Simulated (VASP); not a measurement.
**Cu: density of states with PBE**

Cu:

```
Cu
1.0
     0.00000    1.81487    1.81487
     1.81487    0.00000    1.81487
     1.81487    1.81487    0.00000
Cu
1
Direct
  0.00000 0.00000 0.00000
```

- Program: VASP 6.6.1
- Task: density of states
- Functional: PBE
- Potentials or basis: VASP PAW PBE potentials, release 64 (Cu)
- Cutoff: 520 eV
- k mesh: 20 × 20 × 20
- Occupations: gaussian, width 0.1 eV
- Spin: no spin polarisation
- Dipole correction: no
- k mesh for the DOS: 30 × 30 × 30
- Occupations for the DOS: tetrahedron
- Further INCAR settings: ALGO = Normal; EDIFF = 1e-07; NBANDS = 12

The valence electrons inside the program's atomic spheres are Cu 9.99.

Levels at points of the mesh, in eV from the Fermi level:
```csv
k point,band 3,band 4,band 5,band 6,band 7,band 8,band 9,band 10
"(0.00, 0.00, 0.00)",-3.02,-3.02,-2.21,-2.21,22.47,25.02,25.02,25.02
"(0.50, 0.00, 0.00)",-3.05,-1.65,-1.65,-0.99,3.67,20.97,21.85,21.85
"(0.50, 0.50, 0.00)",-1.67,-1.51,-1.51,1.48,7.00,12.96,12.96,17.42
```

Run time: 110 s on 1 thread of Intel(R) Xeon(R) Platinum 8259CL CPU @ 2.50GHz (Skylake/Cascade Lake) (shared host), peak memory 0.21 GiB.
